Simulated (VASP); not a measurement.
# Li2Se (Fm-3m) in VASP: further runs

Runs on Li2Se. Level: PBE. Tasks: single point.

All numbers are computed with VASP 6.6.1; they aren't measurements. Logs are shortened: lines on timing, memory, paths and dates and some standing lists are left out, and cuts for length are marked.

### Step 1. The cell of the first run

Symmetry: Fm-3m, No. 225, cubic system. Conventional cell: a = 5.986 Å, b = 5.986 Å, c = 5.986 Å, α = 90.00°, β = 90.00°, γ = 90.00°. Within 3.4 Å of Se (site symmetry m-3m) lie 8 Li at 2.59 Å. Within 3.4 Å of Li (site symmetry -43m) lie 4 Se at 2.59 Å and 6 Li at 2.99 Å.

### Step 2. Single point, PBE

Input file INCAR:

```
ALGO     = Normal         # electronic algorithm
EDIFF    = 1E-6           # SCF threshold, eV
ENCUT    = 750            # plane-wave cutoff, eV
GGA      = PE             # functional
GGA_COMPAT= False        
ISIF     = 2              # what is computed and relaxed
ISMEAR   = 0              # smearing method
LASPH    = True           # aspherical terms in the spheres
LCHARG   = True           # write CHGCAR
LELF     = True           # ELF
LREAL    = False          # projectors in reciprocal space
LVHAR    = True         
LWAVE    = False          # write WAVECAR
NBANDS   = 13             # bands
NELM     = 120            # most SCF steps
PREC     = Accurate       # precision mode
SIGMA    = 0.02           # smearing width, eV
```

Input file KPOINTS:

```
k-points
0
Gamma
  6 6 6
```

Input file POSCAR:

```
Li2Se
1.0
    0.0000000000      2.9928590161      2.9928590161
    2.9928590161      0.0000000000      2.9928590161
    2.9928590161      2.9928590161      0.0000000000
Se Li
1 2
Direct
    0.0000000000      0.0000000000      0.0000000000
    0.2500000000      0.2500000000      0.2500000000
    0.7500000000      0.7500000000      0.7500000000
```

Potentials or basis: VASP PAW PBE potentials, release 64 (Se, Li_sv).

On the command line:

```console
> cat potpaw_PBE.64/Se/POTCAR potpaw_PBE.64/Li_sv/POTCAR > POTCAR
> mpirun -np 1 vasp_std > vasp.out
```

OUTCAR:

```text
EDIFF = 1E-6
   ENCUT = 750
   GGA = PE
   ISIF = 2
   ISMEAR = 0
   LASPH = True
   LREAL = False
   NELM = 120
   PREC = Accurate

 ion  position               nearest neighbor table
   1  0.000  0.000  0.000-   3 2.59   3 2.59   3 2.59   2 2.59   2 2.59   2 2.59   3 2.59   2 2.59

   2  0.250  0.250  0.250-   1 2.59   1 2.59   1 2.59   1 2.59
   3  0.750  0.750  0.750-   1 2.59   1 2.59   1 2.59   1 2.59

  LATTYP: Found a face centered cubic cell.
 ALAT       =     5.9857180322

  Lattice vectors:

 A1 = (   0.0000000000,   2.9928590161,   2.9928590161)
 A2 = (   2.9928590161,   0.0000000000,   2.9928590161)
 A3 = (   2.9928590161,   2.9928590161,   0.0000000000)

Analysis of symmetry for initial positions (statically):
=====================================================================
 Subroutine PRICEL returns:
 Original cell was already a primitive cell.

 Routine SETGRP: Setting up the symmetry group for a
 face centered cubic supercell.

 Subroutine GETGRP returns: Found 48 space group operations
 (whereof 48 operations were pure point group operations)
 out of a pool of 48 trial point group operations.

The static configuration has the point symmetry O_h .

Analysis of symmetry for dynamics (positions and initial velocities):
=====================================================================
 Subroutine PRICEL returns:
 Original cell was already a primitive cell.

 Routine SETGRP: Setting up the symmetry group for a
 face centered cubic supercell.

 Subroutine GETGRP returns: Found 48 space group operations
 (whereof 48 operations were pure point group operations)
 out of a pool of 48 trial point group operations.

The dynamic configuration has the point symmetry O_h .

 Subroutine INISYM returns: Found 48 space group operations
 (whereof 48 operations are pure point group operations),
 and found     1 'primitive' translations

----------------------------------------------------------------------------------------

                                     Primitive cell

  volume of cell :      53.6153

  direct lattice vectors                    reciprocal lattice vectors
     0.000000000  2.992859016  2.992859016    -0.167064335  0.167064335  0.167064335
     2.992859016  0.000000000  2.992859016     0.167064335 -0.167064335  0.167064335
     2.992859016  2.992859016  0.000000000     0.167064335  0.167064335 -0.167064335

  length of vectors
     4.232541811  4.232541811  4.232541811     0.289363916  0.289363916  0.289363916

  position of ions in fractional coordinates (direct lattice)
     0.000000000  0.000000000  0.000000000
     0.250000000  0.250000000  0.250000000
     0.750000000  0.750000000  0.750000000

  ion indices of the primitive-cell ions
   primitive index   ion index
                 1           1
                 2           2
                 3           3

----------------------------------------------------------------------------------------

 KPOINTS: k-points

Automatic generation of k-mesh.
 Grid dimensions read from file:
 generate k-points for:    6    6    6

 Generating k-lattice:

  Cartesian coordinates                     Fractional coordinates (reciprocal lattice)
    -0.027844056  0.027844056  0.027844056     0.166666667  0.000000000  0.000000000
     0.027844056 -0.027844056  0.027844056     0.000000000  0.166666667  0.000000000
     0.027844056  0.027844056 -0.027844056     0.000000000  0.000000000  0.166666667

  Length of vectors
     0.048227319  0.048227319  0.048227319

  Shift w.r.t. Gamma in fractional coordinates (k-lattice)
     0.000000000  0.000000000  0.000000000

 Subroutine IBZKPT returns following result:
 ===========================================

 Found     16 irreducible k-points:

 Following reciprocal coordinates:
            Coordinates               Weight
  0.000000  0.000000  0.000000      1.000000
  0.166667  0.000000  0.000000      8.000000
  0.333333  0.000000  0.000000      8.000000
  0.500000  0.000000  0.000000      4.000000
  0.166667  0.166667  0.000000      6.000000
  0.333333  0.166667  0.000000     24.000000
[... 8 lines left out ...]
 -0.333333  0.333333  0.166667     24.000000
 -0.333333  0.500000  0.166667     12.000000
   k-points           NKPTS =     16   k-points in BZ     NKDIM =     16   number of bands    NBANDS=     13
   number of dos      NEDOS =    301   number of ions     NIONS =      3
   total plane-waves  NPLWV =  64000
   dimension x,y,z NGX =    40 NGY =   40 NGZ =   40
   dimension x,y,z NGXF=    80 NGYF=   80 NGZF=   80
   ions per type =               1   2
   NGX,Y,Z   is equivalent  to a cutoff of  15.71, 15.71, 15.71 a.u.
   NGXF,Y,Z  is equivalent  to a cutoff of  31.42, 31.42, 31.42 a.u.
 SYSTEM =  unknown system
   PREC   = accura    normal or accurate (medium, high low for compatibility)
   ISTART =      0    job   : 0-new  1-cont  2-samecut
   ICHARG =      2    charge: 1-file 2-atom 10-const
   ISPIN  =      1    spin polarized calculation?
   LNONCOLLINEAR =      F non collinear calculations
   LSORBIT =      F    spin-orbit coupling
   LASPH  =      T    aspherical Exc in radial PAW
   ENCUT  =  750.0 eV  55.12 Ry    7.42 a.u.   9.45  9.45  9.45*2*pi/ulx,y,z
   NELM   =    120;   NELMIN=  2; NELMDL= -5     # of ELM steps
   EDIFF  = 0.1E-05   stopping-criterion for ELM
   LREAL  =      F    real-space projection
   EDIFFG = 0.1E-04   stopping-criterion for IOM
   NSW    =      0    number of steps for IOM
   IBRION =     -1    ionic relax: 0-MD 1-quasi-New 2-CG
   NFREE  =      0    steps in history (QN), initial steepest desc. (CG)
   ISIF   =      2    stress and relaxation
   ISYM   =      2    0-nonsym 1-usesym 2-fastsym
   POTIM  = 0.5000    time-step for ionic-motion
   TEBEG  =    0.0;   TEEND  =   0.0 temperature during run
   PSTRESS=    0.0 pullay stress
   NELECT =      12.0000    total number of electrons
   NUPDOWN=      -1.0000    fix difference up-down
   EMIN   =  10.00;   EMAX   =-10.00  energy-range for DOS
   EFERMI =   0.00;   METHOD = LEGACY
   ISMEAR =     0;   SIGMA  =   0.02  broadening in eV -4-tet -1-fermi 0-gaus
   EFERMI_NEDOS =   21; number of points for ismear=-14 and -15
   IALGO  =     38    algorithm
   IMIX   =      4    mixing-type and parameters
     AMIX     =   0.40;   BMIX     =  1.00
     AMIX_MAG =   1.60;   BMIX_MAG =  1.00
  volume/ion in A,a.u.               =      17.87       120.60
  Fermi-wavevector in a.u.,A,eV,Ry     =   0.993968  1.878327 13.442175  0.987972
  Thomas-Fermi vector in A             =   2.125886
   LORBIT       =      0    0 simple, 1 ext, 2 COOP (PROOUT), +10 PAW based schemes
   GGA     = PE    functional components
   LHFCALC =     F    Hartree Fock is set to
   AEXX    =    0.0000 exact exchange contribution
   IVDW    =     0    specifies the selected vdW correction
   LEPSILON=     F    determine dielectric tensor
   LRPA    =     F    only Hartree local field effects (RPA)
 non-spin polarized calculation
 Gauss-broadening in eV      SIGMA  =   0.02
  energy-cutoff  :      750.00
  volume of cell :       53.62
 maximum number of plane-waves:      2529
 NGX is ok and might be reduce to    40
   NGX = 19   NGY = 19   NGZ = 19

 number of electron      12.0000002 magnetization

 Free energy of the ion-electron system (eV)
  ---------------------------------------------------
  ext. energy  EPLUGINS =         0.00000000
  ---------------------------------------------------
  free energy    TOTEN  =       -11.12994589 eV

  energy without entropy =      -11.12994589  energy(sigma->0) =      -11.12994589

 E-fermi :   1.2536     XC(G=0):  -8.2972

 val. band max:        1.0506045501   @ k =   0.0000   0.0000   0.0000
 cond. band min:       4.0176415848   @ k =   0.5000   0.5000   0.0000
 fundamental gap:      2.9670370347
 Fermi energy:         1.2535927249

 k-point     1 :       0.0000    0.0000    0.0000
  band No.  band energies     occupation
      1     -43.6458      2.00000
      2     -43.6210      2.00000
      3     -10.3641      2.00000
      4       1.0506      2.00000
      5       1.0506      2.00000
      6       1.0506      2.00000
      7       4.4745      0.00000
      8       6.6749      0.00000
      9       6.6749      0.00000
     10       6.6749      0.00000
     11      11.6597      0.00000
     12      11.6597      0.00000
     13      12.0083      0.00000

 k-point     2 :       0.1667    0.0000    0.0000
  band No.  band energies     occupation
      1     -43.6440      2.00000
      2     -43.6226      2.00000
      3     -10.2788      2.00000
      4       0.0189      2.00000
      5       0.8951      2.00000
      6       0.8951      2.00000
      7       5.2026      0.00000
      8       7.0401      0.00000
      9       7.0401      0.00000
     10       7.3204      0.00000
     11      10.1934      0.00000
     12      10.1934      0.00000
     13      12.1973      0.00000

 k-point     3 :       0.3333    0.0000    0.0000
  band No.  band energies     occupation
      1     -43.6393      2.00000
      2     -43.6269      2.00000
      3     -10.0937      2.00000
      4      -1.3407      2.00000
      5       0.6317      2.00000
      6       0.6317      2.00000
      7       5.9200      0.00000
      8       7.1833      0.00000
      9       7.1833      0.00000
     10       8.5388      0.00000
     11      10.6645      0.00000
     12      10.6645      0.00000
     13      12.8679      0.00000

 k-point     4 :       0.5000    0.0000    0.0000
  band No.  band energies     occupation
      1     -43.6330      2.00000
      2     -43.6330      2.00000
      3      -9.9925      2.00000
      4      -1.8833      2.00000
      5       0.5177      2.00000
      6       0.5177      2.00000
      7       6.1936      0.00000
      8       7.0137      0.00000
      9       7.0137      0.00000
     10       9.0347      0.00000
     11      12.5985      0.00000
     12      12.5985      0.00000
     13      13.6686      0.00000

 k-point     5 :       0.1667    0.1667    0.0000
  band No.  band energies     occupation
      1     -43.6436      2.00000
      2     -43.6230      2.00000
      3     -10.2510      2.00000
      4       0.1821      2.00000
      5       0.5876      2.00000
      6       0.5876      2.00000
      7       5.3798      0.00000
      8       6.8150      0.00000
      9       7.5496      0.00000
     10       7.5496      0.00000
     11       9.0517      0.00000
     12      12.0945      0.00000
     13      12.8715      0.00000
[... 129 lines left out ...]
 k-point    14 :       0.5000    0.3333    0.1667
  band No.  band energies     occupation
      1     -43.6371      2.00000
      2     -43.6288      2.00000
      3      -9.9713      2.00000
      4      -1.2073      2.00000
      5      -0.3979      2.00000
      6       0.0986      2.00000
      7       5.8959      0.00000
      8       7.4455      0.00000
      9       7.9698      0.00000
     10       9.7168      0.00000
     11      10.2602      0.00000
     12      12.3831      0.00000
     13      14.4383      0.00000

 k-point    15 :      -0.3333    0.3333    0.1667
  band No.  band energies     occupation
      1     -43.6329      2.00000
      2     -43.6329      2.00000
      3      -9.9036      2.00000
      4      -1.3696      2.00000
      5      -0.5859      2.00000
      6      -0.1673      2.00000
      7       6.3186      0.00000
      8       7.0983      0.00000
      9       9.3288      0.00000
     10       9.8037      0.00000
     11       9.9421      0.00000
     12      11.9588      0.00000
     13      13.6735      0.00000

 k-point    16 :      -0.3333    0.5000    0.1667
  band No.  band energies     occupation
      1     -43.6349      2.00000
      2     -43.6307      2.00000
      3      -9.8746      2.00000
      4      -1.0675      2.00000
      5      -0.6542      2.00000
      6      -0.6507      2.00000
      7       5.3072      0.00000
      8       8.1221      0.00000
      9       8.6368      0.00000
     10      10.3458      0.00000
     11      11.7847      0.00000
     12      12.6583      0.00000
     13      13.0288      0.00000

------------------------ aborting loop because EDIFF is reached ----------------------------------------

  FORCE on cell =-STRESS in cart. coord.  units (eV):
  Direction    XX          YY          ZZ          XY          YZ          ZX
  --------------------------------------------------------------------------------------
  -------------------------------------------------------------------------------------
  Total        0.0984059      0.0984059      0.0984059     -0.0000000     -0.0000000     -0.0000000
  in kB        2.9406473      2.9406473      2.9406473     -0.0000000     -0.0000000     -0.0000000
  external PRESSURE =       2.9406473 kB  Pullay stress =       0.0000000 kB

 VOLUME and BASIS-vectors are now :
 -----------------------------------------------------------------------------
  energy-cutoff  :      750.00
  volume of cell :       53.62
      direct lattice vectors                 reciprocal lattice vectors
     0.000000000  2.992859016  2.992859016    -0.167064335  0.167064335  0.167064335
     2.992859016  0.000000000  2.992859016     0.167064335 -0.167064335  0.167064335
     2.992859016  2.992859016  0.000000000     0.167064335  0.167064335 -0.167064335

 POSITION                                       TOTAL-FORCE (eV/Angst)
 -----------------------------------------------------------------------------------
      0.00000      0.00000      0.00000        -0.000000     -0.000000     -0.000000
      1.49643      1.49643      1.49643        -0.000000     -0.000000     -0.000000
      4.48929      4.48929      4.48929         0.000000      0.000000      0.000000
 -----------------------------------------------------------------------------------
    total drift:                                0.000000     -0.000000      0.000000

  FREE ENERGIE OF THE ION-ELECTRON SYSTEM (eV)
  ---------------------------------------------------
  free  energy   TOTEN  =       -11.1299458912 eV

  energy  without entropy=      -11.1299458912  energy(sigma->0) =      -11.12994589
```

Wall time 24 s (1 thread of AMD EPYC 9R45 (Zen 5), shared host); peak memory 0.19 GiB.

Results:

| Item | Value |
| --- | --- |
| Free energy | -11.1299 eV |
| Pressure | 0.3 GPa |
| Band gap on the k mesh | 2.97 eV, indirect (least direct gap 3.42 eV) |

Levels at points of the mesh, in eV from the valence-band top:
```tsv
k point	band 3	band 4	band 5	band 6	band 7	band 8	band 9	band 10
(0.00, 0.00, 0.00)	-11.41	0.00	0.00	0.00	3.42	5.62	5.62	5.62
(0.50, 0.00, 0.00)	-11.04	-2.93	-0.53	-0.53	5.14	5.96	5.96	7.98
(0.50, 0.50, 0.00)	-10.93	-2.30	-1.46	-1.46	2.97	6.19	10.38	10.38
```

A k mesh can miss the band edges.

### Step 3. Single point, PBE

This run uses another cell than the first one, of 18.05 Å³/atom, 1.010 times its volume.

Input file INCAR:

```
SYSTEM = Li2Se
  PREC = Accurate
  ENCUT = 750
  EDIFF = 1E-6
  ISMEAR = 0
  SIGMA = 0.02
  LREAL = .FALSE.
  LASPH = .TRUE.
  NELM = 120
  ALGO = Normal
  ISIF = 2
  LWAVE = .FALSE.
  LCHARG = .FALSE.
  GGA = PE
  NBANDS = 13
  GGA_COMPAT = .FALSE.
```

Input file KPOINTS:

```
Automatic mesh
0
G
  6 6 6
  0 0 0
```

Input file POSCAR:

```
Li2Se
1.0
    0.0000000000      3.0029022425      3.0029022425
    3.0029022425      0.0000000000      3.0029022425
    3.0029022425      3.0029022425      0.0000000000
Se Li
1 2
Direct
    0.0000000000      0.0000000000      0.0000000000
    0.2500000000      0.2500000000      0.2500000000
    0.7500000000      0.7500000000      0.7500000000
```

Potentials or basis: VASP PAW PBE potentials, release 64 (Se, Li_sv).

On the command line:

```console
> cat potpaw_PBE.64/Se/POTCAR potpaw_PBE.64/Li_sv/POTCAR > POTCAR
> mpirun -np 1 vasp_std > vasp.out
```

It took 26 s on 1 thread of AMD EPYC 9R45 (Zen 5), shared host; peak memory 0.2 GiB.

Results (log left out):

- Free energy: -11.1306 eV
- Pressure: -0.1 GPa
- Band gap on the k mesh: 2.98 eV, indirect (least direct gap 3.38 eV)

Levels at points of the mesh, in eV from the valence-band top:
| k point | band 2 | band 3 | band 4 | band 5 | band 6 | band 7 | band 8 | band 9 | band 10 | band 11 |
| --- | --- | --- | --- | --- | --- | --- | --- | --- | --- | --- |
| (0.00, 0.00, 0.00) | -44.69 | -11.39 | 0.00 | 0.00 | 0.00 | 3.38 | 5.62 | 5.62 | 5.62 | 10.58 |
| (0.50, 0.00, 0.00) | -44.70 | -11.02 | -2.90 | -0.53 | -0.53 | 5.10 | 5.96 | 5.96 | 7.94 | 11.49 |
| (0.50, 0.50, 0.00) | -44.70 | -10.91 | -2.28 | -1.43 | -1.43 | 2.98 | 6.16 | 10.31 | 10.31 | 11.39 |

### Step 4. Single point, PBE

This run uses another cell than the first one, of 18.23 Å³/atom, 1.020 times its volume.

Input file INCAR:

```
SYSTEM = Li2Se
PREC = Accurate
ENCUT = 750
EDIFF = 1E-6
ISMEAR = 0
SIGMA = 0.02
LREAL = .False.
LASPH = .True.
NELM = 120
ALGO = Normal
ISIF = 2
LWAVE = .False.
LCHARG = .False.
GGA = PE
NBANDS = 13
GGA_COMPAT = .False.
```

Input file KPOINTS:

```
Automatic mesh
0
Gamma
  6 6 6
  0 0 0
```

Input file POSCAR:

```
Li2Se
1.0
    0.0000000000      3.0128787352      3.0128787352
    3.0128787352      0.0000000000      3.0128787352
    3.0128787352      3.0128787352      0.0000000000
Se Li
1 2
Direct
    0.0000000000      0.0000000000      0.0000000000
    0.2500000000      0.2500000000      0.2500000000
    0.7500000000      0.7500000000      0.7500000000
```

On the command line:

```console
> cat potpaw_PBE.64/Se/POTCAR potpaw_PBE.64/Li_sv/POTCAR > POTCAR
> mpirun -np 1 vasp_std > vasp.out
```

It took 27 s on 1 thread of AMD EPYC 9R45 (Zen 5), shared host; peak memory 0.2 GiB.

It converged, with:

```
Free energy            : -11.1301 eV
Pressure               : -0.4 GPa
Band gap on the k mesh : 2.98 eV, indirect (least direct gap 3.34 eV)
```

Levels at points of the mesh, in eV from the valence-band top:
```csv
k point,band 3,band 4,band 5,band 6,band 7,band 8,band 9,band 10
"(0.00, 0.00, 0.00)",-11.36,0.00,0.00,0.00,3.34,5.61,5.61,5.61
"(0.50, 0.00, 0.00)",-11.01,-2.87,-0.52,-0.52,5.06,5.95,5.95,7.90
"(0.50, 0.50, 0.00)",-10.90,-2.25,-1.41,-1.41,2.98,6.14,10.24,10.24
```

A k mesh can miss the band edges. As with any semilocal functional, this PBE gap is likely too small.

### Step 5. Summary

| cell | gap on the mesh (eV) | pressure (GPa) |
| --- | --- | --- |
| a = 4.233 Å, angles 60.0°, 3 atoms | 2.97 | 0.3 |
| a = 4.247 Å, angles 60.0°, 3 atoms | 2.98 | -0.1 |
| a = 4.261 Å, angles 60.0°, 3 atoms | 2.98 | -0.4 |

Alike in all rows: task single point; level PBE; potentials or basis VASP PAW PBE potentials, release 64 (Se, Li_sv); no spin polarisation; k mesh 6 × 6 × 6; cutoff (eV) 750; smearing gaussian 0.02 eV.

Absolute energies hang on the potentials; compare differences alone.
